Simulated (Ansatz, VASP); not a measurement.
One calculation of Hg, two programs

```xyz
4
Lattice="3.3125 0.0000 0.0000 -1.6562 2.8687 0.0000 0.0000 0.0000 11.0686" Properties=species:S:1:pos:R:3 pbc="T T T"
Hg   -1.6562    2.8687   11.0686
Hg   -1.6562    2.8687    5.5343
Hg    0.0000    1.9125    2.7671
Hg    1.6562    0.9562    8.3014
```

Alike in both runs: task single point; functional PBEsol; k mesh 13 × 13 × 4; occupations fermi-dirac, width 0.1 eV; no spin polarisation.

```csv
,VASP,Ansatz
version,VASP 6.6.1,Ansatz 0.2.0
potentials or method,"VASP PAW PBE potentials, release 64 (Hg), cutoff 520 eV","plane waves (420 eV) with PAW, scalar-relativistic"
valence electrons in the cell,48,80
```

```csv
,VASP,Ansatz,Ansatz less VASP
pressure (GPa),-2.1,-2.3,-0.19
"traceless stress, the component that is largest in VASP (GPa)",-0.40,-0.38,+0.019
```

VASP's potentials were made for PBE, not for PBEsol, and Ansatz warns of the same on its side. The functional is the same, so the differences come from potentials, cutoffs and numerics. VASP's potentials hold 48 valence electrons a cell and Ansatz's 80, so a difference there can come from the potentials and not from the codes.

Neither program's run includes spin-orbit coupling.
